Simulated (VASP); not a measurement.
Write the native input for VASP 6.6.1 that does the following.

| Quantity | Value |
| --- | --- |
| Task | single point |
| Functional | revPBE |
| Potentials or basis | VASP PAW PBE potentials, release 64 (Nb_sv, C) |
| Cutoff | 600 eV |
| k mesh | 10 × 10 × 10 |
| Occupations | gaussian, width 0.05 eV |
| Spin | no spin polarisation |
| Dipole correction | no |
| Further INCAR settings | ALGO = Normal; EDIFF = 1e-06; NBANDS = 16 |

The structure of NbC lies in POSCAR:

```
NbC
1.0
    0.0000000000      2.2000000000      2.2000000000
    2.2000000000      0.0000000000      2.2000000000
    2.2000000000      2.2000000000      0.0000000000
Nb C
1 1
Direct
    0.0000000000      0.0000000000      0.0000000000
    0.5000000000      0.5000000000      0.5000000000
```

The input as run:

INCAR

```
PREC = Accurate ; ENCUT = 600
EDIFF = 1E-6 ; ISMEAR = 0
SIGMA = 0.05 ; LREAL = False
LASPH = True ; NELM = 120
ALGO = Normal ; ISIF = 2
LWAVE = False ; LCHARG = True
GGA = RE ; LELF = True
LVHAR = True ; NBANDS = 16
GGA_COMPAT = False
```

KPOINTS

```
Automatic mesh
0
Gamma
  10 10 10
```

Potentials or basis: VASP PAW PBE potentials, release 64 (Nb_sv, C).

Run with:

```console
$ cat potpaw_PBE.64/Nb_sv/POTCAR potpaw_PBE.64/C/POTCAR > POTCAR
$ mpirun -np 1 vasp_std > vasp.out
```

It gave:

```yaml
Pressure: 21.5 GPa
```

Caveat: the PAW data sets were made with another functional, which shifts forces and pressure a little.

Run time: 14 s on 1 thread of Intel(R) Xeon(R) 6975P-C (Granite Rapids), with other jobs on the host, peak memory 0.16 GiB.
